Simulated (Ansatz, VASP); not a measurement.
One calculation of Ru2C, two programs

```
CELL_PARAMETERS angstrom
2.88734 0.02501 0.44016
0.04507 5.00433 -0.41619
0.75614 -0.41677 4.87077
ATOMIC_POSITIONS crystal
Ru 0.63166 0.12159 0.23438
Ru 0.13166 0.62159 0.23438
Ru 0.86835 0.37842 0.76562
Ru 0.36834 0.87842 0.76562
C 0.49999 0.50000 0.50000
C 0.00000 0.99999 0.50000
```

Change from the starting cell: cell x2, atoms moved at random (sigma 0.15 Å) and cell strained at random (1.5 %), then relaxed without symmetry.

Alike in both runs: functional PBE; k mesh 8 × 4 × 4; occupations gaussian, width 0.2 eV; no spin polarisation.

Ansatz relaxed the structure, and its values are those at the end. VASP's run is a single point on that final structure, the one shown.

```csv
,VASP,Ansatz
version,VASP 6.6.1,Ansatz 0.2.0
potentials or method,"VASP PAW PBE potentials, release 64 (Ru_pv, C), cutoff 520 eV","scalar-relativistic, plane waves, PAW"
valence electrons in the cell,64,72
```

|  | VASP | Ansatz | Ansatz less VASP |
| --- | --- | --- | --- |
| gap on the k mesh at the Fermi level (eV) | none | none | - |
| pressure (GPa) | 0.2 | 0.0 | -0.17 |
| rms of the force components (eV/Å) | 0.019 | 0.006 | -0.0132 |

A gap of «none» marks a metal or a gap that the smearing closes. With one functional, cell and mesh, what is left measures potentials, basis and numerics. VASP's potentials hold 64 valence electrons a cell and Ansatz's 72, so a difference there can come from the potentials and not from the codes.
